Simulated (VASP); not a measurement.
Write the native input for VASP 6.6.1 that does the following.

| Item | Value |
| --- | --- |
| Task | relaxation of cell and atoms |
| Functional | PBE |
| Potentials or basis | VASP PAW PBE potentials, release 64 (Li_sv, Y_sv, Hg) |
| Cutoff | 600 eV |
| k mesh | 4 × 4 × 4 |
| Occupations | gaussian, width 0.1 eV |
| Spin | no spin polarisation |
| Dipole correction | no |
| Further INCAR settings | ALGO = Normal; EDIFF = 1e-07; IBRION = 2; EDIFFG = -0.04; NSW = 90; ISIF = 3 |

The structure of LiYHg lies in POSCAR:

```
LiYHg
1.0
    3.7942966300      0.0000000000      0.0000000000
    0.0000000000      3.7942966300      0.0000000000
    0.0000000000      0.0000000000      5.2267817200
Li Y Hg
1 1 1
Direct
    0.0000000000      0.0000000000      0.0000000000
    0.0000000000      0.0000000000      0.5000000000
    0.5000000000      0.5000000000      0.0000000000
```

These files were run (other wordings do the same):

INCAR

```
  PREC = Accurate
  ENCUT = 600
  EDIFF = 1E-7
  ISMEAR = 0
  SIGMA = 0.1
  LREAL = F
  LASPH = T
  NELM = 80
  ALGO = Normal
  ISIF = 3
  LWAVE = F
  LCHARG = F
  GGA = PE
  IBRION = 2
  NSW = 90
  EDIFFG = -0.04
```

KPOINTS

```
regular mesh
0
Gamma
  4 4 4
```

Potentials or basis: VASP PAW PBE potentials, release 64 (Li_sv, Y_sv, Hg).

Launch:

```bash
$ cat potpaw_PBE.64/Li_sv/POTCAR potpaw_PBE.64/Y_sv/POTCAR potpaw_PBE.64/Hg/POTCAR > POTCAR
$ mpirun -np 1 vasp_std > vasp.out
```

Results of the run:

```json
{
  "Relaxed volume": "23.50 Å³/atom",
  "Relaxed cell": "a = 3.485 Å, b = 3.485 Å, c = 5.805 Å, α = 90.00°, β = 90.00°, γ = 90.00°",
  "Space group after relaxing (to 0.05 Å)": "P4/mmm (No. 123)",
  "Energy gained by relaxing": "129.7 meV/atom",
  "Ionic steps": "7",
  "Pressure after relaxing": "-0.1 GPa",
  "Band gap on the k mesh": "zero (band 13 reaches 3.34 eV, above the bottom of band 14 at 1.82 eV)"
}
```

Caveat: the k points lie up to 0.45 Å⁻¹ apart in the final cell; the cutoff is under 1.25 times the usual one of these potentials, so pressure, stress and relaxed cells hold a basis-set (Pulay) error; spin-orbit coupling is left out, which moves the levels of the heavy elements.

Run time: 2.2 min on 1 thread of Intel(R) Xeon(R) Platinum 8488C (Sapphire Rapids), on a shared host, peak memory 0.22 GiB.
